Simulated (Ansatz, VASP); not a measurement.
This is a calculation of SnSe for VASP 6.6.1.

INCAR

```
SYSTEM = SnSe
  PREC = Accurate
  ENCUT = 600
  EDIFF = 1E-7
  ISMEAR = -1
  SIGMA = 0.05
  LREAL = .False.
  LASPH = .True.
  NELM = 80
  ALGO = Normal
  ISIF = 3
  LWAVE = .False.
  LCHARG = .False.
  GGA = RP
  IBRION = 2
  NSW = 60
  EDIFFG = -0.01
```

File KPOINTS:

```
Automatic mesh
0
Gamma
  8 8 8
  0 0 0
```

The input POSCAR:

```
SnSe
1.0
    0.0000000000      3.0100000000      3.0100000000
    3.0100000000      0.0000000000      3.0100000000
    3.0100000000      3.0100000000      0.0000000000
Sn Se
1 1
Direct
    0.0000000000      0.0000000000      0.0000000000
    0.5000000000      0.5000000000      0.5000000000
```

Potentials or basis: VASP PAW PBE potentials, release 64 (Sn_d, Se).

Command:

```sh
$ cat potpaw_PBE.64/Sn_d/POTCAR potpaw_PBE.64/Se/POTCAR > POTCAR
$ mpirun -np 1 vasp_std > vasp.out
```

Task: Translate it to Ansatz 0.2.0. Potentials there: Ansatz PAW.

Result: As run (the cutoff follows the program's own potentials):

Contents of input.yaml:

```yaml
crystal:
  lattice:
    - [0.0, 3.01, 3.01]
    - [3.01, 0.0, 3.01]
    - [3.01, 3.01, 0.0]
  atoms:
    - { symbol: Sn, position: [0.0, 0.0, 0.0] }
    - { symbol: Se, position: [0.5, 0.5, 0.5] }
hamiltonian:
  xc: rpbe
  pseudopotentials: { kind: paw }
kpoints:
  mp_grid: { grid: [8, 8, 8] }
scf:
  occupations: { method: fermi_dirac, width: 0.05 }
output:
  forces: true
  stress: true
relax:
  f_tol: 0.01
  max_steps: 40
  cell: { stress_tol: 0.05 }
```

Potentials or basis: Ansatz PAW.

Run with:

```bash
$ ansatz run input.yaml --threads 2 --pin off --max-ram 5632MiB --backend cpu --events-out ev --progress --plain --runs-dir out
```

Both were run:

|  | VASP | Ansatz | Ansatz less VASP |
| --- | --- | --- | --- |
| relaxed volume (Å³/atom) | 28.74 | 28.74 | +0.001 |
| relaxed cell length with the largest relative difference (Å) | 4.332 | 4.332 | +0.0001 |

VASP's potentials were made for PBE, not for RPBE. VASP's potentials hold 20 valence electrons a cell and Ansatz's 30, so a difference there can come from the potentials and not from the codes.

Noted on Ansatz's run: the plane-wave basis is chosen anew once the cell has moved, so the energies of steps on either side of that aren't comparable.
